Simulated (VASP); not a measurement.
Crystal: NaI.

```
CELL_PARAMETERS angstrom
3.77652 0.00000 0.00000
0.00000 3.77652 0.00000
0.00000 0.00000 3.77652
ATOMIC_POSITIONS crystal
Na 0.00000 0.00000 0.00000
I 0.50000 0.50000 0.50000
```

```yaml
Program: VASP 6.6.1
Task: relaxation of cell and atoms
Functional: PBEsol
Potentials_or_basis: VASP PAW PBE potentials, release 64 (Na_pv, I)
Cutoff: 600 eV
k_mesh: 6 × 6 × 6
Occupations: fermi-dirac, width 0.03 eV
Spin: no spin polarisation
```

At the start: pressure 4.7 GPa; volume 26.93 Å³/atom.

**Question.** Where does the relaxation end?

**Answer.** Over 4 steps the energy falls by 60.0 meV/atom and the volume is 31.82 Å³/atom (+18.2 %); space group Pm-3m (No. 221, to 0.05 Å).

The path:
| step | energy change (eV) | largest force (eV/Å) | pressure (GPa) | volume (Å³) |
| --- | --- | --- | --- | --- |
| 1 | 0.0000 | 0.0000 | 4.66 | 53.86 |
| 2 | -0.1082 | 0.0000 | 1.16 | 60.19 |
| 3 | -0.1192 | 0.0000 | -0.25 | 64.45 |
| 4 | -0.1199 | 0.0000 | 0.03 | 63.64 |

Final structure:
```
Na I
1.0
     3.99257    0.00000    0.00000
     0.00000    3.99257    0.00000
     0.00000    0.00000    3.99257
Na I
1 1
Direct
  0.00000 0.00000 0.00000
  0.50000 0.50000 0.50000
```

Caveat: the volume moved by over 15 % at a fixed basis, so the end points are rough; the PAW data sets were made with another functional, which shifts forces and pressure a little.
